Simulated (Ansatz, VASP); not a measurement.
## Cu in VASP and in Ansatz

```xyz
1
Lattice="-1.4978 1.4978 1.4050 1.4978 -1.4978 1.4050 1.4978 1.4978 -1.4050" Properties=species:S:1:pos:R:3 pbc="T T T"
Cu    0.0000    0.0000    0.0000
```

Alike in both runs: task single point; functional PBE; k mesh 22 × 22 × 22; occupations gaussian, width 0.15 eV; no spin polarisation.

|  | VASP | Ansatz |
| --- | --- | --- |
| version | VASP 6.6.1 | Ansatz 0.2.0 |
| potentials or method | VASP PAW PBE potentials, release 64 (Cu), cutoff 520 eV | scalar-relativistic, plane waves, PAW |
| valence electrons in the cell | 11 | 19 |

Ansatz gave:

```
gap on the k mesh at the Fermi level (eV)                     : none
pressure (GPa)                                                : -6.0
traceless stress, the component that is largest in VASP (GPa) : -0.12
```

Task: What did VASP give for the same quantities?

Result: gap on the k mesh at the Fermi level (eV): none; pressure (GPa): -5.4; traceless stress, the component that is largest in VASP (GPa): -0.11.

A gap of «none» marks a metal or a gap that the smearing closes. VASP's potentials hold 11 valence electrons a cell and Ansatz's 19, so a difference there can come from the potentials and not from the codes.
